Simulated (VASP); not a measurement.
# Sb2P3H (I4/mmm) in VASP: a series of runs

The runs below take Sb2P3H through single point, relaxation of cell and atoms, with PBE.

Everything below comes from runs of VASP 6.6.1. Logs are shortened: lines on timing, memory, paths and dates and some standing lists are left out, and cuts for length are marked.

## (1) The cell of the first run

It takes space group I4/mmm (No. 139, tetragonal). Conventional cell: a = 5.106 Å, b = 5.106 Å, c = 10.501 Å, α = 90.00°, β = 90.00°, γ = 90.00°. Within 3.4 Å of Sb (site symmetry mmm) lie 2 H at 2.55 Å and 4 P at 2.55 to 2.63 Å. Within 3.4 Å of H (site symmetry 4/mmm) lie 4 Sb at 2.55 Å. Within 3.5 Å of P (site symmetry -4m2) lie 2 Sb at 2.63 Å. P (site symmetry 4/mmm) has 4 Sb at 2.55 Å within 3.4 Å.

## (2) Single point, PBE

INCAR

```
PREC = Accurate ; ENCUT = 520
EDIFF = 1E-6 ; ISMEAR = 0
SIGMA = 0.1 ; LREAL = F
LASPH = T ; NELM = 100
ALGO = Normal ; ISIF = 2
LWAVE = F ; LCHARG = T
GGA = PE ; LELF = T
LVHAR = T ; NBANDS = 22
```

KPOINTS

```
Automatic mesh
0
Gamma
  10 10 10
```

POSCAR

```
Sb2P3H
1.0
   -2.5531639787      2.5531639787      5.2504670483
    2.5531639787     -2.5531639787      5.2504670483
    2.5531639787      2.5531639787     -5.2504670483
Sb H P
2 1 3
Direct
    0.5000000000      0.0000000000      0.5000000000
    0.0000000000      0.5000000000      0.5000000000
    0.5000000000      0.5000000000      0.0000000000
    0.7500000000      0.2500000000      0.5000000000
    0.2500000000      0.7500000000      0.5000000000
    0.0000000000      0.0000000000      0.0000000000
```

Potentials or basis: VASP PAW PBE potentials, release 64 (Sb, H, P).

Command:

```
$ cat potpaw_PBE.64/Sb/POTCAR potpaw_PBE.64/H/POTCAR potpaw_PBE.64/P/POTCAR > POTCAR
$ mpirun -np 1 vasp_std > vasp.out
```

OUTCAR:

```text
PREC = Accurate
   ENCUT = 520
   EDIFF = 1E-6
   ISMEAR = 0
   LREAL = F
   LASPH = T
   NELM = 100
   ISIF = 2
   GGA = PE

 ion  position               nearest neighbor table
   1  0.500  0.000  0.500-   6 2.55   6 2.55   4 2.63   5 2.63   2 3.61   2 3.61   2 3.61   2 3.61

   2  0.000  0.500  0.500-   6 2.55   6 2.55   4 2.63   5 2.63   1 3.61   1 3.61   1 3.61   1 3.61

   3  0.500  0.500  0.000-
   4  0.750  0.250  0.500-   1 2.63   2 2.63
   5  0.250  0.750  0.500-   1 2.63   2 2.63
   6  0.000  0.000  0.000-   1 2.55   2 2.55   2 2.55   1 2.55

  LATTYP: Found a body centered tetragonal cell.
 ALAT       =     5.1063279574
 C/A-ratio  =     2.0564550856

  Lattice vectors:

 A1 = (  -2.5531639787,   2.5531639787,   5.2504670483)
 A2 = (   2.5531639787,  -2.5531639787,   5.2504670483)
 A3 = (   2.5531639787,   2.5531639787,  -5.2504670483)

Analysis of symmetry for initial positions (statically):
=====================================================================
 Subroutine PRICEL returns:
 Original cell was already a primitive cell.

 Routine SETGRP: Setting up the symmetry group for a
 body centered tetragonal supercell.

 Subroutine GETGRP returns: Found 16 space group operations
 (whereof 16 operations were pure point group operations)
 out of a pool of 16 trial point group operations.

The static configuration has the point symmetry D_4h.

Analysis of symmetry for dynamics (positions and initial velocities):
=====================================================================
 Subroutine PRICEL returns:
 Original cell was already a primitive cell.

 Routine SETGRP: Setting up the symmetry group for a
 body centered tetragonal supercell.

 Subroutine GETGRP returns: Found 16 space group operations
 (whereof 16 operations were pure point group operations)
 out of a pool of 16 trial point group operations.

The dynamic configuration has the point symmetry D_4h.

 Subroutine INISYM returns: Found 16 space group operations
 (whereof 16 operations are pure point group operations),
 and found     1 'primitive' translations

----------------------------------------------------------------------------------------

                                     Primitive cell

  volume of cell :     136.9038

  direct lattice vectors                    reciprocal lattice vectors
    -2.553163979  2.553163979  5.250467048     0.000000000  0.195835443  0.095229623
     2.553163979 -2.553163979  5.250467048     0.195835443  0.000000000  0.095229623
     2.553163979  2.553163979 -5.250467048     0.195835443  0.195835443  0.000000000

  length of vectors
     6.372181481  6.372181481  6.372181481     0.217761801  0.217761801  0.276953140

  position of ions in fractional coordinates (direct lattice)
     0.500000000  0.000000000  0.500000000
     0.000000000  0.500000000  0.500000000
     0.500000000  0.500000000  0.000000000
     0.750000000  0.250000000  0.500000000
     0.250000000  0.750000000  0.500000000
     0.000000000  0.000000000  0.000000000

  ion indices of the primitive-cell ions
   primitive index   ion index
                 1           1
                 2           2
                 3           3
                 4           4
                 5           5
                 6           6

----------------------------------------------------------------------------------------

 KPOINTS: Automatic mesh

Automatic generation of k-mesh.
 Grid dimensions read from file:
 generate k-points for:   10   10   10

 Generating k-lattice:

  Cartesian coordinates                     Fractional coordinates (reciprocal lattice)
     0.000000000  0.019583544  0.009522962     0.100000000 -0.000000000  0.000000000
     0.019583544  0.000000000  0.009522962    -0.000000000  0.100000000  0.000000000
     0.019583544  0.019583544  0.000000000     0.000000000  0.000000000  0.100000000

  Length of vectors
     0.021776180  0.021776180  0.027695314

  Shift w.r.t. Gamma in fractional coordinates (k-lattice)
     0.000000000  0.000000000  0.000000000

 Subroutine IBZKPT returns following result:
 ===========================================

 Found    102 irreducible k-points:

 Following reciprocal coordinates:
            Coordinates               Weight
  0.000000  0.000000  0.000000      1.000000
  0.100000  0.000000 -0.000000      8.000000
  0.200000  0.000000 -0.000000      8.000000
  0.300000  0.000000 -0.000000      8.000000
  0.400000  0.000000 -0.000000      8.000000
  0.500000  0.000000 -0.000000      4.000000
[... 16 lines left out ...]
  0.300000  0.300000  0.000000      8.000000
  0.400000  0.300000  0.000000     16.000000
 [... further k-points ...]
   k-points           NKPTS =    102   k-points in BZ     NKDIM =    102   number of bands    NBANDS=     22
   number of dos      NEDOS =    301   number of ions     NIONS =      6
   total plane-waves  NPLWV = 110592
   dimension x,y,z NGX =    48 NGY =   48 NGZ =   48
   dimension x,y,z NGXF=    96 NGYF=   96 NGZF=   96
   ions per type =               2   1   3
   NGX,Y,Z   is equivalent  to a cutoff of  12.52, 12.52, 12.52 a.u.
   NGXF,Y,Z  is equivalent  to a cutoff of  25.05, 25.05, 25.05 a.u.
 SYSTEM =  unknown system
   PREC   = accura    normal or accurate (medium, high low for compatibility)
   ISTART =      0    job   : 0-new  1-cont  2-samecut
   ICHARG =      2    charge: 1-file 2-atom 10-const
   ISPIN  =      1    spin polarized calculation?
   LNONCOLLINEAR =      F non collinear calculations
   LSORBIT =      F    spin-orbit coupling
   LASPH  =      T    aspherical Exc in radial PAW
   ENCUT  =  520.0 eV  38.22 Ry    6.18 a.u.  11.85 11.85 11.85*2*pi/ulx,y,z
   NELM   =    100;   NELMIN=  2; NELMDL= -5     # of ELM steps
   EDIFF  = 0.1E-05   stopping-criterion for ELM
   LREAL  =      F    real-space projection
   EDIFFG = 0.1E-04   stopping-criterion for IOM
   NSW    =      0    number of steps for IOM
   IBRION =     -1    ionic relax: 0-MD 1-quasi-New 2-CG
   NFREE  =      0    steps in history (QN), initial steepest desc. (CG)
   ISIF   =      2    stress and relaxation
   ISYM   =      2    0-nonsym 1-usesym 2-fastsym
   POTIM  = 0.5000    time-step for ionic-motion
   TEBEG  =    0.0;   TEEND  =   0.0 temperature during run
   PSTRESS=    0.0 pullay stress
   NELECT =      26.0000    total number of electrons
   NUPDOWN=      -1.0000    fix difference up-down
   EMIN   =  10.00;   EMAX   =-10.00  energy-range for DOS
   EFERMI =   0.00;   METHOD = LEGACY
   ISMEAR =     0;   SIGMA  =   0.10  broadening in eV -4-tet -1-fermi 0-gaus
   EFERMI_NEDOS =   21; number of points for ismear=-14 and -15
   IALGO  =     38    algorithm
   IMIX   =      4    mixing-type and parameters
     AMIX     =   0.40;   BMIX     =  1.00
     AMIX_MAG =   1.60;   BMIX_MAG =  1.00
  volume/ion in A,a.u.               =      22.82       153.98
  Fermi-wavevector in a.u.,A,eV,Ry     =   0.941010  1.778251 12.047952  0.885500
  Thomas-Fermi vector in A             =   2.068478
   LORBIT       =      0    0 simple, 1 ext, 2 COOP (PROOUT), +10 PAW based schemes
   GGA     = PE    functional components
   LHFCALC =     F    Hartree Fock is set to
   AEXX    =    0.0000 exact exchange contribution
   IVDW    =     0    specifies the selected vdW correction
   LEPSILON=     F    determine dielectric tensor
   LRPA    =     F    only Hartree local field effects (RPA)
 non-spin polarized calculation
 Gauss-broadening in eV      SIGMA  =   0.10
  energy-cutoff  :      520.00
  volume of cell :      136.90
 maximum number of plane-waves:      3752
   NGX = 23   NGY = 23   NGZ = 23

 number of electron      25.9999999 magnetization

 Free energy of the ion-electron system (eV)
  ---------------------------------------------------
  ext. energy  EPLUGINS =         0.00000000
  ---------------------------------------------------
  free energy    TOTEN  =       -21.85479893 eV

  energy without entropy =      -21.83433074  energy(sigma->0) =      -21.84456484

 E-fermi :   4.7800     XC(G=0):  -9.1898

 val. band max:        4.7745818166   @ k =  -0.1000   0.1000   0.1000
 cond. band min:       4.7808099891   @ k =  -0.2000  -0.4000   0.1000
 fundamental gap:      0.0062281724
 Fermi energy:         4.7800284029

 k-point     1 :       0.0000    0.0000    0.0000
  band No.  band energies     occupation
      1      -8.5505      2.00000
      2      -4.4618      2.00000
      3      -4.4539      2.00000
      4      -4.1517      2.00000
      5      -1.1119      2.00000
      6      -0.8418      2.00000
[... 14 lines left out ...]
     21      11.3351      0.00000
     22      11.9720      0.00000

 k-point     2 :       0.1000    0.0000   -0.0000
  band No.  band energies     occupation
      1      -8.4979      2.00000
      2      -4.6682      2.00000
      3      -4.5055      2.00000
      4      -4.0828      2.00000
      5      -1.6512      2.00000
      6      -0.8181      2.00000
[... 14 lines left out ...]
     21      11.5486      0.00000
     22      11.8212      0.00000

 k-point     3 :       0.2000    0.0000   -0.0000
  band No.  band energies     occupation
      1      -8.3432      2.00000
      2      -5.1443      2.00000
      3      -4.6052      2.00000
      4      -3.9910      2.00000
      5      -2.0419      2.00000
      6      -0.7527      2.00000
[... 14 lines left out ...]
     21      10.9010      0.00000
     22      11.5327      0.00000
[... 476 lines left out ...]
 k-point    23 :       0.3000    0.3000    0.0000
  band No.  band energies     occupation
      1      -7.5350      2.00000
      2      -6.1421      2.00000
      3      -5.2490      2.00000
      4      -3.9320      2.00000
      5      -3.1505      2.00000
      6       0.0500      2.00000
[... 14 lines left out ...]
     21      10.2987      0.00000
     22      10.5665      0.00000

 k-point    24 :       0.4000    0.3000    0.0000
  band No.  band energies     occupation
      1      -7.2350      2.00000
      2      -6.3801      2.00000
      3      -5.3121      2.00000
      4      -4.2920      2.00000
      5      -2.9130      2.00000
      6      -0.2827      2.00000
[... 14 lines left out ...]
     21      10.1004      0.00000
     22      10.8986      0.00000

 [... further k-points ...]
[... 5 lines left out ...]
  --------------------------------------------------------------------------------------
  -------------------------------------------------------------------------------------
  Total        0.0104083      0.0104083      0.0389843      0.0000000      0.0000000      0.0000000
  in kB        0.1218083      0.1218083      0.4562315      0.0000000      0.0000000      0.0000000
  external PRESSURE =       0.2332827 kB  Pullay stress =       0.0000000 kB

 VOLUME and BASIS-vectors are now :
 -----------------------------------------------------------------------------
  energy-cutoff  :      520.00
  volume of cell :      136.90
      direct lattice vectors                 reciprocal lattice vectors
    -2.553163979  2.553163979  5.250467048     0.000000000  0.195835443  0.095229623
     2.553163979 -2.553163979  5.250467048     0.195835443  0.000000000  0.095229623
     2.553163979  2.553163979 -5.250467048     0.195835443  0.195835443  0.000000000

 POSITION                                       TOTAL-FORCE (eV/Angst)
 -----------------------------------------------------------------------------------
      0.00000      2.55316      0.00000         0.000000     -0.000000      0.000000
      2.55316      0.00000      0.00000         0.000000     -0.000000      0.000000
      0.00000      0.00000      5.25047         0.000000     -0.000000      0.000000
      0.00000      2.55316      2.62523        -0.000000      0.000000      0.000000
      2.55316      0.00000      2.62523        -0.000000     -0.000000     -0.000000
      0.00000      0.00000      0.00000         0.000000     -0.000000      0.000000
 -----------------------------------------------------------------------------------
    total drift:                               -0.000000     -0.000000     -0.000000

  FREE ENERGIE OF THE ION-ELECTRON SYSTEM (eV)
  ---------------------------------------------------
  free  energy   TOTEN  =       -21.8547989327 eV

  energy  without entropy=      -21.8343307410  energy(sigma->0) =      -21.84456484
```

Wall time 6 min (1 thread of Intel Xeon Platinum 8259CL at 2.50GHz (Skylake/Cascade Lake), shared host); peak memory 0.5 GiB.

What came out:

```yaml
Free_energy: -21.8548 eV
Pressure: 0.0 GPa
Band_gap_on_the_k_mesh: zero (band 13 reaches 5.65 eV, above the bottom of band 14 at 4.41 eV)
```

Caveat: spin-orbit coupling is left out, which moves the levels of the heavy elements.

## (3) Relaxation of cell and atoms, PBE

This run uses another cell than the first one, of 22.91 Å³/atom, 1.004 times its volume.

INCAR

```
SYSTEM = Sb2P3H
PREC = Accurate ; ENCUT = 600
EDIFF = 1E-6 ; ISMEAR = 0
SIGMA = 0.1 ; LREAL = .FALSE.
LASPH = .TRUE. ; NELM = 100
ALGO = Normal ; ISIF = 3
LWAVE = .FALSE. ; LCHARG = .FALSE.
GGA = PE ; IBRION = 2
NSW = 90 ; EDIFFG = -0.04
```

KPOINTS

```
regular mesh
0
G
  6 6 6
  0 0 0
```

Changes to POSCAR since step 2:

```diff
@@ -2,5 +2,5 @@
 1.0
-   -2.5531639787      2.5531639787      5.2504670483
-    2.5531639787     -2.5531639787      5.2504670483
-    2.5531639787      2.5531639787     -5.2504670483
+   -2.5633302637      2.5633302637      5.2307613617
+    2.5633302637     -2.5633302637      5.2307613617
+    2.5633302637      2.5633302637     -5.2307613617
 Sb H P
```

Potentials or basis: VASP PAW PBE potentials, release 64 (Sb, H, P).

Command:

```
$ cat potpaw_PBE.64/Sb/POTCAR potpaw_PBE.64/H/POTCAR potpaw_PBE.64/P/POTCAR > POTCAR
$ mpirun -np 1 vasp_std > vasp.out
```

It took 5.2 min on 1 thread of Intel Xeon Platinum 8259CL at 2.50GHz (Skylake/Cascade Lake), shared host; peak memory 0.45 GiB.

It converged, with:

| Property | Result |
| --- | --- |
| Free energy | -21.8615 eV |
| Relaxed volume | 22.73 Å³/atom |
| Relaxed cell | a = 6.386 Å, b = 6.386 Å, c = 6.386 Å, α = 133.09°, β = 133.09°, γ = 68.51° |
| Space group after relaxing (to 0.05 Å) | I4/mmm (No. 139) |
| Energy gained by relaxing | 1.5 meV/atom |
| Ionic steps | 3 |
| Pressure after relaxing | 0.0 GPa |
| Band gap on the k mesh | zero (band 13 reaches 5.73 eV, above the bottom of band 14 at 4.39 eV) |

The path:
| step | energy change (eV) | largest force (eV/Å) | pressure (GPa) | volume (Å³) |
| --- | --- | --- | --- | --- |
| 1 | 0.0000 | 0.0000 | -0.22 | 137.48 |
| 2 | -0.0072 | 0.0000 | -0.11 | 136.84 |
| 3 | -0.0089 | 0.0000 | 0.00 | 136.39 |

Final structure:
```
Sb H P
1.0
    -2.54161    2.54161    5.27843
     2.54161   -2.54161    5.27843
     2.54161    2.54161   -5.27843
Sb H P
2 1 3
Cartesian
  0.0000 2.5416 0.0000
  2.5416 0.0000 0.0000
  0.0000 0.0000 5.2784
  0.0000 2.5416 2.6392
  2.5416 0.0000 2.6392
  0.0000 0.0000 0.0000
```

Levels at points of the mesh, in eV from the Fermi level:
```
           k point  band 10  band 11  band 12  band 13  band 14  band 15  band 16  band 17
(0.00, 0.00, 0.00)    -1.84    -0.93    -0.68    -0.68    -0.25     1.27     1.88     1.88
(0.50, 0.00, 0.00)    -2.12    -1.50    -0.90    -0.47    -0.21     0.03     1.36     1.46
(0.50, 0.50, 0.00)    -0.74    -0.43    -0.17     0.86     1.19     1.20     1.33     2.26
(0.50, 0.50, 0.50)    -1.71    -1.42    -1.42     0.50     0.50     0.74     0.74     1.04
```

Caveat: spin-orbit coupling is left out, which moves the levels of the heavy elements.
